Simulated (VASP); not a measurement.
Crystal: C.

```
C
1.0
     2.46400    0.00000    0.00000
    -1.23200    2.13389    0.00000
     0.00000    0.00000    6.71100
C
4
Cartesian
  0.0000 0.0000 1.6778
  0.0000 0.0000 5.0333
  0.0000 1.4226 1.6778
  1.2320 0.7113 5.0333
```

```yaml
Program: VASP 6.6.1
Task: relaxation of cell and atoms
Functional: LDA
Potentials_or_basis: VASP PAW LDA potentials, release 64 (C_h)
Cutoff: 910 eV
k_mesh: 8 × 8 × 3
Occupations: fermi-dirac, width 0.05 eV
Spin: no spin polarisation
```

At the start: pressure -6.3 GPa; volume 8.82 Å³/atom.

Problem. How do energy, volume and symmetry change on relaxing?

Solution. Over 9 steps the energy falls by 4.1 meV/atom and the volume is 8.50 Å³/atom (-3.6 %); space group P6_3/mmc (No. 194, to 0.05 Å).

Step by step:
```csv
step,energy change (eV),largest force (eV/Å),pressure (GPa),volume (Å³)
1,0.0000,0.0000,-6.31,35.29
2,0.0717,0.0000,15.90,33.53
3,-0.0147,0.0000,-0.35,34.77
4,-0.0147,0.0000,-0.22,34.76
5,-0.0149,0.0000,-0.21,34.70
6,-0.0156,0.0000,-0.17,34.53
7,-0.0164,0.0000,-0.06,34.18
8,-0.0155,0.0000,0.20,33.49
9,-0.0165,0.0000,0.01,34.00
```

Final structure:
```
C
1.0
     2.44620    0.00000    0.00000
    -1.22310    2.11847    0.00000
     0.00000    0.00000    6.56151
C
4
Direct
  0.00000 0.00000 0.25000
  0.00000 0.00000 0.75000
  0.33333 0.66667 0.25000
  0.66667 0.33333 0.75000
```

Caveat: the cutoff is under 1.25 times the usual one of these potentials, so pressure, stress and relaxed cells hold a basis-set (Pulay) error.
